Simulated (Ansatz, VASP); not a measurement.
# GaN: VASP beside Ansatz

INCAR

```
  ALGO = Normal
  EDIFF = 1E-7
  ENCUT = 520
  GGA = PE
  ISIF = 2
  ISMEAR = 0
  LASPH = T
  LCHARG = F
  LREAL = F
  LWAVE = F
  NBANDS = 66
  NELM = 60
  PREC = Accurate
  SIGMA = 0.02
```

Contents of KPOINTS:

```
k-points
0
Gamma
  12 12 2
```

File POSCAR:

```
GaN
1.0
    3.2168423279      0.0000000289      0.0000000000
   -1.6084211889      2.7858671615      0.0000000000
    0.0000000000      0.0000000000     15.7475143000
Ga N
6 6
Direct
    0.0000000000      0.0000000000      0.1875310000
    0.0000000000      0.0000000000      0.6875310000
    0.3333333333      0.6666666667      0.5207130000
    0.6666666667      0.3333333333      0.0207130000
    0.3333333333      0.6666666667      0.8539850000
    0.6666666667      0.3333333333      0.3539850000
    0.0000000000      0.0000000000      0.3126460000
    0.0000000000      0.0000000000      0.8126460000
    0.3333333333      0.6666666667      0.9792100000
    0.6666666667      0.3333333333      0.4792100000
    0.3333333333      0.6666666667      0.6459160000
    0.6666666667      0.3333333333      0.1459160000
```

Input for Ansatz:

```yaml
crystal:
  lattice:
    - [3.2168423279, 2.89e-08, 0.0]
    - [-1.6084211889, 2.7858671615, 0.0]
    - [0.0, 0.0, 15.7475143]
  atoms:
    - { symbol: Ga, position: [0.0, 0.0, 0.187531] }
    - { symbol: Ga, position: [0.0, 0.0, 0.687531] }
    - { symbol: Ga, position: [0.3333333333, 0.6666666667, 0.520713] }
    - { symbol: Ga, position: [0.6666666667, 0.3333333333, 0.020713] }
    - { symbol: Ga, position: [0.3333333333, 0.6666666667, 0.853985] }
    - { symbol: Ga, position: [0.6666666667, 0.3333333333, 0.353985] }
    - { symbol: "N", position: [0.0, 0.0, 0.312646] }
    - { symbol: "N", position: [0.0, 0.0, 0.812646] }
    - { symbol: "N", position: [0.3333333333, 0.6666666667, 0.97921] }
    - { symbol: "N", position: [0.6666666667, 0.3333333333, 0.47921] }
    - { symbol: "N", position: [0.3333333333, 0.6666666667, 0.645916] }
    - { symbol: "N", position: [0.6666666667, 0.3333333333, 0.145916] }
basis:
  ecutwfc: 420
kpoints:
  mp_grid: { grid: [12, 12, 2] }
  band_path: { path: [VBM, CBM], npoints: 2 }
hamiltonian:
  xc: pbe
scf:
  occupations: { method: gaussian, width: 0.02 }
output:
  forces: false
  stress: false
  eigenvalues: true
checkpoint:
  read: start.run
  write: ck
  compress: false
  write_wavefunctions: false
  write_every: 100000
```

Alike in both runs: task single point; functional PBE; k mesh 12 × 12 × 2; occupations gaussian, width 0.02 eV; no spin polarisation.

```csv
,VASP,Ansatz
version,VASP 6.6.1,Ansatz 0.2.0
potentials or method,"VASP PAW PBE potentials, release 64 (Ga_d, N), cutoff 520 eV","scalar-relativistic, plane waves, PAW"
valence electrons in the cell,108,108
```

|  | VASP | Ansatz | Ansatz less VASP |
| --- | --- | --- | --- |
| gap on the k mesh at the Fermi level (eV) | 1.60 | 1.59 | -0.006 |
| least direct gap on the mesh (eV) | 1.60 | 1.59 | -0.006 |
